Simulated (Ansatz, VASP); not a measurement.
# I: VASP beside Ansatz

```
CELL_PARAMETERS angstrom
2.61878 0.00000 0.00000
0.00000 2.61878 0.00000
0.00000 0.00000 2.61878
ATOMIC_POSITIONS crystal
I 0.00000 0.00000 0.00000
```

Alike in both runs: task single point; functional PBE; k mesh 11 × 11 × 11; occupations fermi-dirac, width 0.1 eV; no spin polarisation.

|  | VASP | Ansatz |
| --- | --- | --- |
| version | VASP 6.6.1 | Ansatz 0.2.0 |
| potentials or method | VASP PAW PBE potentials, release 64 (I) | PAW with other files of Ansatz's library (level accurate), scalar-relativistic |
| plane-wave cutoff (eV) | 520 | 620 |
| valence electrons in the cell | 7 | 17 |

```csv
,VASP,Ansatz,Ansatz less VASP
pressure (GPa),127.4,127.3,-0.06
```

Both programs put the cell under a high pressure, so it lies far from rest at this level. VASP's potentials hold 7 valence electrons a cell and Ansatz's 17, so a difference there can come from the potentials and not from the codes.

Spin-orbit coupling is off throughout. Noted on VASP's run: the cell as given lies far from equilibrium.
